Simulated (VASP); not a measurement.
# Ba (Fd-3m) in VASP: further runs

The runs below take Ba through single point, with LDA.

All numbers are computed with VASP 6.6.1; they aren't measurements. Logs are shortened: lines on timing, memory, paths and dates and some standing lists are left out, and cuts for length are marked.

### Step 1. The cell of the first run

The structure is cubic, space group Fd-3m (No. 227). Conventional cell: a = 7.286 Å, b = 7.286 Å, c = 7.286 Å, α = 90.00°, β = 90.00°, γ = 90.00°. Within 4.2 Å of Ba (site symmetry -43m) lie 4 Ba at 3.16 Å.

This isn't the form of Ba at room conditions, which is bcc.

### Step 2. Single point, LDA

INCAR reads:

```
SYSTEM = Ba
ALGO     = Normal         ! electronic algorithm
EDIFF    = 1E-6           ! SCF threshold, eV
ENCUT    = 520            ! plane-wave cutoff, eV
ISIF     = 2              ! what is computed and relaxed
ISMEAR   = -1             ! smearing method
LASPH    = .TRUE.         ! aspherical terms in the spheres
LCHARG   = .FALSE.        ! write CHGCAR
LREAL    = .FALSE.        ! projectors in reciprocal space
LWAVE    = .FALSE.        ! write WAVECAR
NBANDS   = 17             ! bands
NELM     = 60             ! most SCF steps
PREC     = Accurate       ! precision mode
SIGMA    = 0.1            ! smearing width, eV
```

KPOINTS reads:

```
k-points
0
G
  6 6 6
  0 0 0
```

POSCAR reads:

```
Ba
1.0
    0.0000000000      3.6431021492      3.6431021492
    3.6431021492      0.0000000000      3.6431021492
    3.6431021492      3.6431021492      0.0000000000
Ba
2
Direct
    0.1250000000      0.1250000000      0.1250000000
    0.8750000000      0.8750000000      0.8750000000
```

Potentials or basis: VASP PAW LDA potentials, release 64 (Ba_sv).

On the command line:

```console
> cat potpaw_LDA.64/Ba_sv/POTCAR > POTCAR
> mpirun -np 1 vasp_std > vasp.out
```

OUTCAR:

```text
SYSTEM = Ba
   EDIFF = 1E-6
   ENCUT = 520
   ISIF = 2
   ISMEAR = -1
   LASPH = .TRUE.
   LREAL = .FALSE.
   NELM = 60
   PREC = Accurate

 ion  position               nearest neighbor table
   1  0.125  0.125  0.125-   2 3.16   2 3.16   2 3.16   2 3.16
   2  0.875  0.875  0.875-   1 3.16   1 3.16   1 3.16   1 3.16

  LATTYP: Found a face centered cubic cell.
 ALAT       =     7.2862042984

  Lattice vectors:

 A1 = (   0.0000000000,   3.6431021492,   3.6431021492)
 A2 = (   3.6431021492,   0.0000000000,   3.6431021492)
 A3 = (   3.6431021492,   3.6431021492,   0.0000000000)

Analysis of symmetry for initial positions (statically):
=====================================================================
 Subroutine PRICEL returns:
 Original cell was already a primitive cell.

 Routine SETGRP: Setting up the symmetry group for a
 face centered cubic supercell.

 Subroutine GETGRP returns: Found 48 space group operations
 (whereof 12 operations were pure point group operations)
 out of a pool of 48 trial point group operations.

The static configuration has the point symmetry D_3d.
 The point group associated with its full space group is O_h .

Analysis of symmetry for dynamics (positions and initial velocities):
=====================================================================
 Subroutine PRICEL returns:
 Original cell was already a primitive cell.

 Routine SETGRP: Setting up the symmetry group for a
 face centered cubic supercell.

 Subroutine GETGRP returns: Found 48 space group operations
 (whereof 12 operations were pure point group operations)
 out of a pool of 48 trial point group operations.

The dynamic configuration has the point symmetry D_3d.
 The point group associated with its full space group is O_h .

 Subroutine INISYM returns: Found 48 space group operations
 (whereof 12 operations are pure point group operations),
 and found     1 'primitive' translations

----------------------------------------------------------------------------------------

                                     Primitive cell

  volume of cell :      96.7039

  direct lattice vectors                    reciprocal lattice vectors
     0.000000000  3.643102149  3.643102149    -0.137245671  0.137245671  0.137245671
     3.643102149  0.000000000  3.643102149     0.137245671 -0.137245671  0.137245671
     3.643102149  3.643102149  0.000000000     0.137245671  0.137245671 -0.137245671

  length of vectors
     5.152124469  5.152124469  5.152124469     0.237716476  0.237716476  0.237716476

  position of ions in fractional coordinates (direct lattice)
     0.125000000  0.125000000  0.125000000
     0.875000000  0.875000000  0.875000000

  ion indices of the primitive-cell ions
   primitive index   ion index
                 1           1
                 2           2

----------------------------------------------------------------------------------------

 KPOINTS: k-points

Automatic generation of k-mesh.
 Grid dimensions read from file:
 generate k-points for:    6    6    6

 Generating k-lattice:

  Cartesian coordinates                     Fractional coordinates (reciprocal lattice)
    -0.022874279  0.022874279  0.022874279     0.166666667  0.000000000  0.000000000
     0.022874279 -0.022874279  0.022874279     0.000000000  0.166666667  0.000000000
     0.022874279  0.022874279 -0.022874279     0.000000000  0.000000000  0.166666667

  Length of vectors
     0.039619413  0.039619413  0.039619413

  Shift w.r.t. Gamma in fractional coordinates (k-lattice)
     0.000000000  0.000000000  0.000000000

 Subroutine IBZKPT returns following result:
 ===========================================

 Found     16 irreducible k-points:

 Following reciprocal coordinates:
            Coordinates               Weight
  0.000000  0.000000  0.000000      1.000000
  0.166667  0.000000  0.000000      8.000000
  0.333333  0.000000  0.000000      8.000000
  0.500000  0.000000  0.000000      4.000000
  0.166667  0.166667  0.000000      6.000000
  0.333333  0.166667  0.000000     24.000000
[... 8 lines left out ...]
 -0.333333  0.333333  0.166667     24.000000
 -0.333333  0.500000  0.166667     12.000000
   k-points           NKPTS =     16   k-points in BZ     NKDIM =     16   number of bands    NBANDS=     17
   number of dos      NEDOS =    301   number of ions     NIONS =      2
   total plane-waves  NPLWV =  64000
   dimension x,y,z NGX =    40 NGY =   40 NGZ =   40
   dimension x,y,z NGXF=    80 NGYF=   80 NGZF=   80
   ions per type =               2
   NGX,Y,Z   is equivalent  to a cutoff of  12.91, 12.91, 12.91 a.u.
   NGXF,Y,Z  is equivalent  to a cutoff of  25.81, 25.81, 25.81 a.u.
 SYSTEM =  Ba
   PREC   = accura    normal or accurate (medium, high low for compatibility)
   ISTART =      0    job   : 0-new  1-cont  2-samecut
   ICHARG =      2    charge: 1-file 2-atom 10-const
   ISPIN  =      1    spin polarized calculation?
   LNONCOLLINEAR =      F non collinear calculations
   LSORBIT =      F    spin-orbit coupling
   LASPH  =      T    aspherical Exc in radial PAW
   ENCUT  =  520.0 eV  38.22 Ry    6.18 a.u.   9.58  9.58  9.58*2*pi/ulx,y,z
   NELM   =     60;   NELMIN=  2; NELMDL= -5     # of ELM steps
   EDIFF  = 0.1E-05   stopping-criterion for ELM
   LREAL  =      F    real-space projection
   EDIFFG = 0.1E-04   stopping-criterion for IOM
   NSW    =      0    number of steps for IOM
   IBRION =     -1    ionic relax: 0-MD 1-quasi-New 2-CG
   NFREE  =      0    steps in history (QN), initial steepest desc. (CG)
   ISIF   =      2    stress and relaxation
   ISYM   =      2    0-nonsym 1-usesym 2-fastsym
   POTIM  = 0.5000    time-step for ionic-motion
   TEBEG  =    0.0;   TEEND  =   0.0 temperature during run
   PSTRESS=    0.0 pullay stress
   NELECT =      20.0000    total number of electrons
   NUPDOWN=      -1.0000    fix difference up-down
   EMIN   =  10.00;   EMAX   =-10.00  energy-range for DOS
   EFERMI =   0.00;   METHOD = LEGACY
   ISMEAR =    -1;   SIGMA  =   0.10  broadening in eV -4-tet -1-fermi 0-gaus
   EFERMI_NEDOS =   21; number of points for ismear=-14 and -15
   IALGO  =     38    algorithm
   IMIX   =      4    mixing-type and parameters
     AMIX     =   0.40;   BMIX     =  1.00
     AMIX_MAG =   1.60;   BMIX_MAG =  1.00
  volume/ion in A,a.u.               =      48.35       326.30
  Fermi-wavevector in a.u.,A,eV,Ry     =   0.968137  1.829514 12.752594  0.937289
  Thomas-Fermi vector in A             =   2.098081
   LORBIT       =      0    0 simple, 1 ext, 2 COOP (PROOUT), +10 PAW based schemes
   GGA     = CA    functional components
   LHFCALC =     F    Hartree Fock is set to
   AEXX    =    0.0000 exact exchange contribution
   IVDW    =     0    specifies the selected vdW correction
   LEPSILON=     F    determine dielectric tensor
   LRPA    =     F    only Hartree local field effects (RPA)
 non-spin polarized calculation
  energy-cutoff  :      520.00
  volume of cell :       96.70
 maximum number of plane-waves:      2637
 NGX is ok and might be reduce to    40
   NGX = 19   NGY = 19   NGZ = 19

 number of electron      19.9999999 magnetization

 Free energy of the ion-electron system (eV)
  ---------------------------------------------------
  ext. energy  EPLUGINS =         0.00000000
  ---------------------------------------------------
  free energy    TOTEN  =        -2.85831187 eV

  energy without entropy =       -2.78049334  energy(sigma->0) =       -2.81940261

 E-fermi :   1.9816     XC(G=0):  -8.3651

 val. band max:        1.9639918973   @ k =   0.1667   0.0000   0.0000
 cond. band min:       2.0061087738   @ k =   0.3333   0.0000   0.0000
 fundamental gap:      0.0421168764
 Fermi energy:         1.9816051652

 k-point     1 :       0.0000    0.0000    0.0000
  band No.  band energies     occupation
      1     -27.2926      2.00000
      2     -26.1599      2.00000
      3     -12.9005      2.00000
      4     -12.9005      2.00000
      5     -12.9005      2.00000
      6     -11.2886      2.00000
[... 9 lines left out ...]
     16       5.6069      0.00000
     17       5.6069      0.00000

 k-point     2 :       0.1667    0.0000    0.0000
  band No.  band energies     occupation
      1     -27.2419      2.00000
      2     -26.2221      2.00000
      3     -12.9602      2.00000
      4     -12.9602      2.00000
      5     -12.9092      2.00000
      6     -11.2545      2.00000
[... 9 lines left out ...]
     16       5.4530      0.00000
     17       5.4530      0.00000

 k-point     3 :       0.3333    0.0000    0.0000
  band No.  band energies     occupation
      1     -27.1165      2.00000
      2     -26.3702      2.00000
      3     -13.0658      2.00000
      4     -13.0658      2.00000
      5     -12.9379      2.00000
      6     -11.1655      2.00000
[... 9 lines left out ...]
     16       6.0493      0.00000
     17       6.0493      0.00000

 k-point     4 :       0.5000    0.0000    0.0000
  band No.  band energies     occupation
      1     -27.0304      2.00000
      2     -26.4676      2.00000
      3     -13.1132      2.00000
      4     -13.1132      2.00000
      5     -12.9570      2.00000
      6     -11.1115      2.00000
[... 9 lines left out ...]
     16       6.8973      0.00000
     17       6.9130      0.00000
[... 183 lines left out ...]
      1     -26.9948      2.00000
      2     -26.5069      2.00000
      3     -13.3121      2.00000
      4     -13.2037      2.00000
      5     -12.5051      2.00000
      6     -11.6101      2.00000
[... 9 lines left out ...]
     16       5.7873      0.00000
     17       5.8162      0.00000

 k-point    15 :      -0.3333    0.3333    0.1667
  band No.  band energies     occupation
      1     -26.8952      2.00000
      2     -26.6139      2.00000
      3     -13.3684      2.00000
      4     -13.2520      2.00000
      5     -12.3837      2.00000
      6     -11.7008      2.00000
[... 9 lines left out ...]
     16       5.5356      0.00000
     17       5.9522      0.00000

 k-point    16 :      -0.3333    0.5000    0.1667
  band No.  band energies     occupation
      1     -26.7564      2.00000
      2     -26.7564      2.00000
      3     -13.3427      2.00000
      4     -13.3427      2.00000
      5     -12.0531      2.00000
      6     -12.0531      2.00000
[... 9 lines left out ...]
     16       4.7085      0.00000
     17       7.1904      0.00000

------------------------ aborting loop because EDIFF is reached ----------------------------------------

  FORCE on cell =-STRESS in cart. coord.  units (eV):
  Direction    XX          YY          ZZ          XY          YZ          ZX
  --------------------------------------------------------------------------------------
  -------------------------------------------------------------------------------------
  Total        0.5165720      0.5165720      0.5165720      0.0000000      0.0000000     -0.0000000
  in kB        8.5584955      8.5584955      8.5584955      0.0000000      0.0000000     -0.0000000
  external PRESSURE =       8.5584955 kB  Pullay stress =       0.0000000 kB

 VOLUME and BASIS-vectors are now :
 -----------------------------------------------------------------------------
  energy-cutoff  :      520.00
  volume of cell :       96.70
      direct lattice vectors                 reciprocal lattice vectors
     0.000000000  3.643102149  3.643102149    -0.137245671  0.137245671  0.137245671
     3.643102149  0.000000000  3.643102149     0.137245671 -0.137245671  0.137245671
     3.643102149  3.643102149  0.000000000     0.137245671  0.137245671 -0.137245671

 POSITION                                       TOTAL-FORCE (eV/Angst)
 -----------------------------------------------------------------------------------
      0.91078      0.91078      0.91078         0.000000     -0.000000     -0.000000
      6.37543      6.37543      6.37543        -0.000000      0.000000      0.000000
 -----------------------------------------------------------------------------------
    total drift:                                0.000000      0.000000     -0.000000

  FREE ENERGIE OF THE ION-ELECTRON SYSTEM (eV)
  ---------------------------------------------------
  free  energy   TOTEN  =        -2.8583118678 eV

  energy  without entropy=       -2.7804933428  energy(sigma->0) =       -2.81940261
```

Run time: 14 s. Hardware: 1 thread of AMD EPYC 9R45 (Zen 5), shared host; peak memory 0.16 GiB.

Results:

```
Free energy            : -2.8583 eV
Pressure               : 0.9 GPa
Band gap on the k mesh : zero (bands 10 and 11 overlap by 0.14 eV)
```

Caveat: spin-orbit coupling is left out, which moves the levels of the heavy elements.

### Step 3. Single point, LDA (42.55 Å³/atom)

This run uses another cell than the first one, of 42.55 Å³/atom.

INCAR reads:

```
PREC = Accurate
ENCUT = 520
EDIFF = 1E-6
ISMEAR = -1
SIGMA = 0.1
LREAL = False
LASPH = True
NELM = 80
ALGO = Normal
ISIF = 2
LWAVE = False
LCHARG = False
GGA = CA
NBANDS = 17
```

KPOINTS reads:

```
Automatic mesh
0
Gamma
  9 9 9
```

POSCAR reads:

```
Ba
1.0
    0.0000000000      3.4911263958      3.4911263958
    3.4911263958      0.0000000000      3.4911263958
    3.4911263958      3.4911263958      0.0000000000
Ba
2
Direct
    0.1250000000      0.1250000000      0.1250000000
    0.8750000000      0.8750000000      0.8750000000
```

Potentials or basis: VASP PAW LDA potentials, release 64 (Ba_sv).

On the command line:

```console
> cat potpaw_LDA.64/Ba_sv/POTCAR > POTCAR
> mpirun -np 1 vasp_std > vasp.out
```

OUTCAR:

```text
PREC = Accurate
   ENCUT = 520
   EDIFF = 1E-6
   ISMEAR = -1
   LREAL = False
   LASPH = True
   NELM = 80
   ISIF = 2
   GGA = CA

 ion  position               nearest neighbor table
   1  0.125  0.125  0.125-   2 3.02   2 3.02   2 3.02   2 3.02
   2  0.875  0.875  0.875-   1 3.02   1 3.02   1 3.02   1 3.02

  LATTYP: Found a face centered cubic cell.
 ALAT       =     6.9822527916

  Lattice vectors:

 A1 = (   0.0000000000,   3.4911263958,   3.4911263958)
[... 667 lines left out ...]

------------------------ aborting loop because EDIFF is reached ----------------------------------------

  FORCE on cell =-STRESS in cart. coord.  units (eV):
  Direction    XX          YY          ZZ          XY          YZ          ZX
  --------------------------------------------------------------------------------------
  -------------------------------------------------------------------------------------
  Total        2.7134220      2.7134220      2.7134220      0.0000000     -0.0000000      0.0000000
  in kB       51.0859195     51.0859195     51.0859195      0.0000000     -0.0000000      0.0000000
  external PRESSURE =      51.0859195 kB  Pullay stress =       0.0000000 kB

 VOLUME and BASIS-vectors are now :
 -----------------------------------------------------------------------------
  energy-cutoff  :      520.00
  volume of cell :       85.10
      direct lattice vectors                 reciprocal lattice vectors
     0.000000000  3.491126396  3.491126396    -0.143220251  0.143220251  0.143220251
     3.491126396  0.000000000  3.491126396     0.143220251 -0.143220251  0.143220251
     3.491126396  3.491126396  0.000000000     0.143220251  0.143220251 -0.143220251

 POSITION                                       TOTAL-FORCE (eV/Angst)
 -----------------------------------------------------------------------------------
      0.87278      0.87278      0.87278        -0.000000     -0.000000      0.000000
      6.10947      6.10947      6.10947         0.000000      0.000000     -0.000000
 -----------------------------------------------------------------------------------
    total drift:                                0.000000      0.000000     -0.000000

  FREE ENERGIE OF THE ION-ELECTRON SYSTEM (eV)
  ---------------------------------------------------
  free  energy   TOTEN  =        -2.6727824564 eV

  energy  without entropy=       -2.6138999911  energy(sigma->0) =       -2.64334122
```

Wall time 32 s (1 thread of AMD EPYC 9R45 (Zen 5), shared host); peak memory 0.18 GiB.

What came out:

```
Free energy            : -2.6728 eV
Pressure               : 5.1 GPa
Band gap on the k mesh : zero (bands 10 and 11 overlap by 0.35 eV)
```

Caveat: the cell stands under pressure; spin-orbit coupling is left out, which moves the levels of the heavy elements.

### Step 4. Single point, LDA (44.48 Å³/atom)

This run uses another cell than the first one, of 44.48 Å³/atom.

INCAR reads:

```
SYSTEM = Ba
  PREC = Accurate
  ENCUT = 520
  EDIFF = 1E-7
  ISMEAR = -1
  SIGMA = 0.1
  LREAL = .False.
  LASPH = .True.
  NELM = 60
  ALGO = Normal
  ISIF = 2
  LWAVE = .False.
  LCHARG = .False.
  GGA = CA
  NBANDS = 17
```

KPOINTS reads:

```
Automatic mesh
0
Gamma
  9 9 9
  0 0 0
```

POSCAR reads:

```
Ba
1.0
    0.0000000000      3.5432404431      3.5432404431
    3.5432404431      0.0000000000      3.5432404431
    3.5432404431      3.5432404431      0.0000000000
Ba
2
Direct
    0.1250000000      0.1250000000      0.1250000000
    0.8750000000      0.8750000000      0.8750000000
```

On the command line:

```console
> cat potpaw_LDA.64/Ba_sv/POTCAR > POTCAR
> mpirun -np 1 vasp_std > vasp.out
```

Run time: 32 s. Hardware: 1 thread of AMD EPYC 9R45 (Zen 5), shared host; peak memory 0.18 GiB.

Results (log left out):

* Free energy: -2.7733 eV
* Pressure: 3.3 GPa
* Band gap on the k mesh: zero (bands 10 and 11 overlap by 0.32 eV)

Levels at points of the mesh, in eV from the Fermi level:
| k point | band 6 | band 7 | band 8 | band 9 | band 10 | band 11 | band 12 | band 13 | band 14 | band 15 |
| --- | --- | --- | --- | --- | --- | --- | --- | --- | --- | --- |
| (0.00, 0.00, 0.00) | -13.06 | -13.06 | -13.06 | -1.89 | 0.10 | 0.10 | 1.83 | 1.83 | 1.83 | 4.09 |

Caveat: the cell stands under pressure; spin-orbit coupling is left out, which moves the levels of the heavy elements.

### Step 5. The runs side by side

| cell | k mesh | gap on the mesh (eV) | pressure (GPa) |
| --- | --- | --- | --- |
| a = 5.152 Å, angles 60.0°, 2 atoms | 6 × 6 × 6 | none | 0.9 |
| a = 4.937 Å, angles 60.0°, 2 atoms | 9 × 9 × 9 | none | 5.1 |
| a = 5.011 Å, angles 60.0°, 2 atoms | 9 × 9 × 9 | none | 3.3 |

Alike in all rows: task single point; level LDA; potentials or basis VASP PAW LDA potentials, release 64 (Ba_sv); no spin polarisation; cutoff (eV) 520; smearing fermi-dirac 0.1 eV.

Caveats: spin-orbit coupling is left out, which moves the levels of the heavy elements; the cell stands under pressure (at least some runs).

Absolute energies hang on the potentials; compare differences alone.

The gap in the log of VASP goes by the Fermi energy; the results here count the filled bands.